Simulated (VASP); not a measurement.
# SnTe (wurtzite type) (P6_3mc) in VASP: further runs

Runs on SnTe (wurtzite type). Level: PBE. Tasks: relaxation of cell and atoms, relaxation of shape and atoms at fixed volume.

All numbers are computed with VASP 6.6.1; they aren't measurements. Logs are shortened: lines on timing, memory, paths and dates and some standing lists are left out, and cuts for length are marked.

### 1 The cell of the first run

The structure is hexagonal, space group P6_3mc (No. 186). The conventional cell has a = 4.397 Å, b = 4.397 Å, c = 7.167 Å, α = 90.00°, β = 90.00°, γ = 120.00°. Sn (site symmetry 3m) has 4 Te at 2.69 Å within 3.5 Å. Te (site symmetry 3m) has 4 Sn at 2.69 Å within 3.5 Å.

### 2 Relaxation of cell and atoms, PBE

INCAR reads:

```
PREC     = Accurate       # precision mode
ENCUT    = 600            # plane-wave cutoff, eV
EDIFF    = 1E-7           # SCF threshold, eV
ISMEAR   = -1             # smearing method
SIGMA    = 0.05           # smearing width, eV
LREAL    = False          # projectors in reciprocal space
LASPH    = True           # aspherical terms in the spheres
NELM     = 80             # most SCF steps
ALGO     = Normal         # electronic algorithm
ISIF     = 3              # what is computed and relaxed
LWAVE    = False          # write WAVECAR
LCHARG   = False          # write CHGCAR
GGA      = PE             # functional
IBRION   = 2              # ionic algorithm
NSW      = 60             # ionic steps
EDIFFG   = -0.005         # ionic threshold
```

KPOINTS reads:

```
regular mesh
0
Gamma
  9 9 5
```

POSCAR reads:

```
SnTe
1.0
    4.3969784454      0.0000000000      0.0000000000
   -2.1984892227      3.8078950336      0.0000000000
    0.0000000000      0.0000000000      7.1670748659
Sn Te
2 2
Direct
    0.3333333333      0.6666666667      0.0000000000
    0.6666666667      0.3333333333      0.5000000000
    0.3333333333      0.6666666667      0.3760000000
    0.6666666667      0.3333333333      0.8760000000
```

Potentials or basis: VASP PAW PBE potentials, release 64 (Sn_d, Te).

Launch:

```sh
$ cat potpaw_PBE.64/Sn_d/POTCAR potpaw_PBE.64/Te/POTCAR > POTCAR
$ mpirun -np 1 vasp_std > vasp.out
```

OUTCAR:

```text
PREC = Accurate
   ENCUT = 600
   EDIFF = 1E-7
   ISMEAR = -1
   LREAL = False
   LASPH = True
   NELM = 80
   ISIF = 3
   GGA = PE
   IBRION = 2
   NSW = 60
   EDIFFG = -0.005

 ion  position               nearest neighbor table
   1  0.333  0.667  0.000-   4 2.69   4 2.69   4 2.69   3 2.69
   2  0.667  0.333  0.500-   3 2.69   3 2.69   3 2.69   4 2.69
   3  0.333  0.667  0.376-   2 2.69   2 2.69   2 2.69   1 2.69
   4  0.667  0.333  0.876-   1 2.69   1 2.69   1 2.69   2 2.69

  LATTYP: Found a hexagonal cell.
 ALAT       =     4.3969784454
 C/A-ratio  =     1.6300000000

  Lattice vectors:

 A1 = (   4.3969784454,   0.0000000000,   0.0000000000)
 A2 = (  -2.1984892227,   3.8078950336,   0.0000000000)
 A3 = (   0.0000000000,   0.0000000000,   7.1670748659)

Analysis of symmetry for initial positions (statically):
=====================================================================
 Subroutine PRICEL returns:
 Original cell was already a primitive cell.

 Routine SETGRP: Setting up the symmetry group for a
 hexagonal supercell.

 Subroutine GETGRP returns: Found 12 space group operations
 (whereof  6 operations were pure point group operations)
 out of a pool of 24 trial point group operations.

The static configuration has the point symmetry C_3v.
 The point group associated with its full space group is C_6v.

Analysis of symmetry for dynamics (positions and initial velocities):
=====================================================================
 Subroutine PRICEL returns:
 Original cell was already a primitive cell.

 Routine SETGRP: Setting up the symmetry group for a
 hexagonal supercell.

 Subroutine GETGRP returns: Found 12 space group operations
 (whereof  6 operations were pure point group operations)
 out of a pool of 24 trial point group operations.

The dynamic configuration has the point symmetry C_3v.
 The point group associated with its full space group is C_6v.

 Subroutine INISYM returns: Found 12 space group operations
 (whereof  6 operations are pure point group operations),
 and found     1 'primitive' translations

----------------------------------------------------------------------------------------

                                     Primitive cell

  volume of cell :     120.0000

  direct lattice vectors                    reciprocal lattice vectors
     4.396978445  0.000000000  0.000000000     0.227428907  0.131306140  0.000000000
    -2.198489223  3.807895034  0.000000000     0.000000000  0.262612281  0.000000000
     0.000000000  0.000000000  7.167074866     0.000000000  0.000000000  0.139526937

  length of vectors
     4.396978445  4.396978445  7.167074866     0.262612281  0.262612281  0.139526937

  position of ions in fractional coordinates (direct lattice)
[... 83 lines left out ...]
   EDIFF  = 0.1E-06   stopping-criterion for ELM
   LREAL  =      F    real-space projection
   EDIFFG = -.5E-02   stopping-criterion for IOM
   NSW    =     60    number of steps for IOM
   IBRION =      2    ionic relax: 0-MD 1-quasi-New 2-CG
   NFREE  =      1    steps in history (QN), initial steepest desc. (CG)
   ISIF   =      3    stress and relaxation
   ISYM   =      2    0-nonsym 1-usesym 2-fastsym
   POTIM  = 0.5000    time-step for ionic-motion
   TEBEG  =    0.0;   TEEND  =   0.0 temperature during run
   PSTRESS=    0.0 pullay stress
   NELECT =      40.0000    total number of electrons
   NUPDOWN=      -1.0000    fix difference up-down
   EMIN   =  10.00;   EMAX   =-10.00  energy-range for DOS
   EFERMI =   0.00;   METHOD = LEGACY
   ISMEAR =    -1;   SIGMA  =   0.05  broadening in eV -4-tet -1-fermi 0-gaus
   EFERMI_NEDOS =   21; number of points for ismear=-14 and -15
   IALGO  =     38    algorithm
   IMIX   =      4    mixing-type and parameters
     AMIX     =   0.40;   BMIX     =  1.00
     AMIX_MAG =   1.60;   BMIX_MAG =  1.00
  volume/ion in A,a.u.               =      30.00       202.45
  Fermi-wavevector in a.u.,A,eV,Ry     =   1.135101  2.145029 17.530477  1.288454
  Thomas-Fermi vector in A             =   2.271805
   LORBIT       =      0    0 simple, 1 ext, 2 COOP (PROOUT), +10 PAW based schemes
   GGA     = PE    functional components
   LHFCALC =     F    Hartree Fock is set to
   AEXX    =    0.0000 exact exchange contribution
   IVDW    =     0    specifies the selected vdW correction
   LEPSILON=     F    determine dielectric tensor
   LRPA    =     F    only Hartree local field effects (RPA)
 conjugate gradient relaxation of ions
 non-spin polarized calculation
  energy-cutoff  :      600.00
  volume of cell :      120.00
 maximum number of plane-waves:      4026
 NGX is ok and might be reduce to    36
   NGX = 17   NGY = 17   NGZ = 29

--------------------------------------- Ionic step        1  -------------------------------------------

 number of electron      40.0000001 magnetization

 Free energy of the ion-electron system (eV)
  ---------------------------------------------------
  ext. energy  EPLUGINS =         0.00000000
  ---------------------------------------------------
  free energy    TOTEN  =       -10.66092265 eV

  energy without entropy =      -10.64134794  energy(sigma->0) =      -10.65113530

 E-fermi :   8.2767     XC(G=0):  -9.4608

 val. band max:        8.2720011051   @ k =   0.1111   0.1111   0.0000
 cond. band min:       8.3210962730   @ k =   0.1111   0.0000   0.2000
 fundamental gap:      0.0490951679
 Fermi energy:         8.2767408082

 k-point     1 :       0.0000    0.0000    0.0000
  band No.  band energies     occupation
      1     -14.3652      2.00000
      2     -14.3465      2.00000
      3     -14.3401      2.00000
      4     -14.3401      2.00000
      5     -14.3322      2.00000
      6     -14.3322      2.00000
[... 746 lines left out ...]
  FREE ENERGIE OF THE ION-ELECTRON SYSTEM (eV)
  ---------------------------------------------------
  free  energy   TOTEN  =       -14.3341235350 eV

  energy  without entropy=      -14.3340944630  energy(sigma->0) =      -14.33410900

[... ionic steps 4 to 28 ...]

--------------------------------------- Ionic step       29  -------------------------------------------

 number of electron      39.9999973 magnetization

------------------------ aborting loop because EDIFF is reached ----------------------------------------
[... 71 lines left out ...]
--------------------------------------- Ionic step       31  -------------------------------------------

 number of electron      39.9999972 magnetization

 Free energy of the ion-electron system (eV)
  ---------------------------------------------------
  ext. energy  EPLUGINS =         0.00000000
  ---------------------------------------------------
  free energy    TOTEN  =       -14.65595592 eV

  energy without entropy =      -14.65592528  energy(sigma->0) =      -14.65594060

 E-fermi :   4.2949     XC(G=0):  -7.9515

 val. band max:        3.9049736140   @ k =   0.3333   0.3333   0.4000
 cond. band min:       4.7051327068   @ k =   0.1111   0.1111   0.0000
 fundamental gap:      0.8001590928
 Fermi energy:         4.2949031219

 k-point     1 :       0.0000    0.0000    0.0000
  band No.  band energies     occupation
      1     -17.6863      2.00000
      2     -17.6863      2.00000
      3     -17.6860      2.00000
      4     -17.6860      2.00000
      5     -17.6795      2.00000
      6     -17.6709      2.00000
[... 670 lines left out ...]
  FREE ENERGIE OF THE ION-ELECTRON SYSTEM (eV)
  ---------------------------------------------------
  free  energy   TOTEN  =       -14.6559559158 eV

  energy  without entropy=      -14.6559252800  energy(sigma->0) =      -14.65594060

 reached required accuracy - stopping structural energy minimisation
```

Run time: 69 min. Hardware: 1 thread of Intel Xeon 8259CL, shared host; peak memory 0.36 GiB.

Results:

```
Free energy                           : -14.6560 eV
Relaxed volume                        : 41.70 Å³/atom
Relaxed cell                          : a = 5.436 Å, b = 5.436 Å, c = 6.518 Å, α = 90.00°, β = 90.00°, γ = 120.00°
Space group after relaxing (to 0.1 Å) : P6_3mc (No. 186)
Energy gained by relaxing             : 998.8 meV/atom
Ionic steps                           : 31
Pressure after relaxing               : 0.0 GPa
Largest force after relaxing          : 0.005 eV/Å
Band gap on the k mesh                : 0.80 eV (least direct gap 1.20 eV)
```

Forces on the atoms (eV/Å):
```
Sn   0.000  0.000  0.005
Sn   0.000  0.000  0.005
Te   0.000  0.000 -0.005
Te   0.000  0.000 -0.005
```

The path:
```tsv
step	energy change (eV)	largest force (eV/Å)	pressure (GPa)	volume (Å³)
1	0.0000	0.2046	25.29	120.00
2	-3.2407	0.0023	-3.20	222.46
3	-3.6732	0.0270	0.24	183.48
4	-3.6744	0.0259	-0.06	185.65
5	-3.6772	0.0496	-0.06	185.63
6	-3.6847	0.1271	-0.04	185.53
7	-3.6931	0.3132	0.05	185.17
8	-3.6944	0.3179	0.05	185.19
9	-3.6981	0.3330	0.04	185.23
10	-3.7056	0.3646	0.01	185.29
11	-3.7196	0.4357	-0.04	185.35
12	-3.7369	0.6116	-0.12	185.16
13	-3.7435	0.6072	-0.16	185.15
14	-3.7617	0.5954	-0.29	185.10
15	-3.7897	0.5766	-0.54	184.88
16	-3.7905	0.5514	-0.89	183.97
17	-3.7986	0.5759	-0.73	184.50
18	-3.8359	0.4756	-0.82	183.19
19	-3.9168	0.2296	-0.97	179.28
20	-3.9789	0.0160	-0.77	171.59
21	-3.9803	0.0243	-0.68	170.56
22	-3.9929	0.0107	-0.22	167.88
23	-3.9948	0.0032	0.04	166.47
24	-3.9948	0.0027	0.05	166.38
25	-3.9949	0.0072	0.02	166.56
26	-3.9950	0.0090	0.01	166.63
27	-3.9950	0.0089	0.01	166.62
28	-3.9950	0.0084	0.00	166.68
29	-3.9950	0.0076	-0.02	166.85
30	-3.9950	0.0068	-0.02	166.84
31	-3.9950	0.0046	-0.01	166.81
```

Final structure:
```cif
data_structure
_symmetry_space_group_name_H-M 'P 1'
_symmetry_Int_Tables_number 1
_cell_length_a 5.4362
_cell_length_b 5.4362
_cell_length_c 6.5177
_cell_angle_alpha 90.000
_cell_angle_beta 90.000
_cell_angle_gamma 120.000
_cell_volume 166.81
loop_
_atom_site_label
_atom_site_type_symbol
_atom_site_fract_x
_atom_site_fract_y
_atom_site_fract_z
_atom_site_occupancy
Sn1 Sn 0.33333 0.66667 0.95266 1
Sn2 Sn 0.66667 0.33333 0.45266 1
Te1 Te 0.33333 0.66667 0.42334 1
Te2 Te 0.66667 0.33333 0.92334 1
```

Caveat: the volume moved by over 15 % at a fixed basis, so the end points are rough; spin-orbit coupling is left out, which moves the levels of the heavy elements. A k mesh can miss the band edges.

### 3 Relaxation of shape and atoms at fixed volume, PBE

This run uses another cell than the first one, of 30.09 Å³/atom.

INCAR reads:

```
SYSTEM = SnTe
  PREC = Accurate
  ENCUT = 600
  EDIFF = 1E-6
  ISMEAR = -1
  SIGMA = 0.05
  LREAL = .FALSE.
  LASPH = .TRUE.
  NELM = 100
  ALGO = Normal
  ISIF = 4
  LWAVE = .FALSE.
  LCHARG = .FALSE.
  GGA = PE
  IBRION = 2
  NSW = 50
  EDIFFG = -0.005
```

KPOINTS reads:

```
Automatic mesh
0
G
  9 9 5
  0 0 0
```

POSCAR reads:

```
SnTe
1.0
    4.8718066343      0.0000000000      0.0000000000
   -2.4359033172      4.2191083076      0.0000000000
    0.0000000000      0.0000000000      5.8556788384
Sn Te
2 2
Direct
    0.3333333333      0.6666666667     -0.0458521505
    0.6666666667      0.3333333333      0.4541478495
    0.3333333333      0.6666666667      0.4218521505
    0.6666666667      0.3333333333      0.9218521505
```

Potentials or basis: VASP PAW PBE potentials, release 64 (Sn_d, Te).

Launch:

```sh
$ cat potpaw_PBE.64/Sn_d/POTCAR potpaw_PBE.64/Te/POTCAR > POTCAR
$ mpirun -np 1 vasp_std > vasp.out
```

It took 16 min on 1 thread of Intel Xeon 8259CL, shared host; peak memory 0.34 GiB.

Results (log left out):

- Free energy: -12.6934 eV
- Energy gained by relaxing: 33.2 meV/atom
- Ionic steps: 8
- Pressure after relaxing: 17.6 GPa
- Band gap on the k mesh: zero (bands 20 and 21 overlap by 0.21 eV)

Step by step:
```
step  energy change (eV)  largest force (eV/Å)  pressure (GPa)  volume (Å³)
   1              0.0000                0.8110           18.41       120.36
   2             -0.0756                0.3163           17.89       120.36
   3             -0.0766                0.2701           17.85       120.36
   4             -0.1298                0.0988           17.64       120.36
   5             -0.1313                0.0567           17.63       120.36
   6             -0.1313                0.0622           17.62       120.36
   7             -0.1328                0.0164           17.61       120.36
   8             -0.1329                0.0019           17.61       120.36
```

Final structure:
```
CELL_PARAMETERS angstrom
4.87575 0.00000 0.00000
-2.43787 4.22252 0.00000
0.00000 0.00000 5.84622
ATOMIC_POSITIONS crystal
Sn 0.33333 0.66667 0.93806
Sn 0.66667 0.33333 0.43806
Te 0.33333 0.66667 0.43794
Te 0.66667 0.33333 0.93794
```

Levels at points of the mesh, in eV from the Fermi level:
| k point | band 17 | band 18 | band 19 | band 20 | band 21 | band 22 | band 23 | band 24 |
| --- | --- | --- | --- | --- | --- | --- | --- | --- |
| (0.00, 0.00, 0.00) | -3.66 | -2.85 | -2.85 | -2.79 | -0.09 | -0.09 | 2.35 | 2.35 |

Caveat: semilocal functionals underestimate gaps, and a narrow one can read as zero; spin-orbit coupling is left out, which moves the levels of the heavy elements.

(Part 1 of 2 ends here.)

The gap in the log of VASP goes by the Fermi energy; the results here count the filled bands.